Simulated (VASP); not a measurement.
AlN:

```
CELL_PARAMETERS angstrom
3.26735 0.00000 0.00000
-1.63368 2.82961 0.00000
0.00000 0.00000 4.13097
ATOMIC_POSITIONS crystal
Al 0.66667 0.33333 0.25000
Al 0.33333 0.66667 0.75000
N 0.66667 0.33333 0.75000
N 0.33333 0.66667 0.25000
```

This cell differs from its parent crystal: volume scaled by 0.96.

Base run:

| Item | Value |
| --- | --- |
| Program | VASP 6.6.1 |
| Functional | PBEsol |
| Potentials or basis | VASP PAW PBE potentials, release 64 (Al, N) |
| Cutoff | 520 eV |
| k mesh | 9 × 9 × 7 |
| Occupations | fermi-dirac, width 0.05 eV |
| Spin | no spin polarisation |

Its results: band gap on the k mesh 3.49 eV, direct; pressure 5.4 GPa.

Problem. The run is repeated on the same cell with these changes: functional from PBEsol to r2SCAN; further incar settings from ALGO = Normal; EDIFF = 1e-07; NBANDS = 16 to ALGO = Normal; EDIFF = 1e-06; NBANDS = 16. What comes out?

Solution. Band gap on the k mesh 4.18 eV, direct; pressure 3.5 GPa.

Caveats: the PAW data sets were made with another functional, which shifts forces and pressure a little.

A k mesh can miss the band edges.
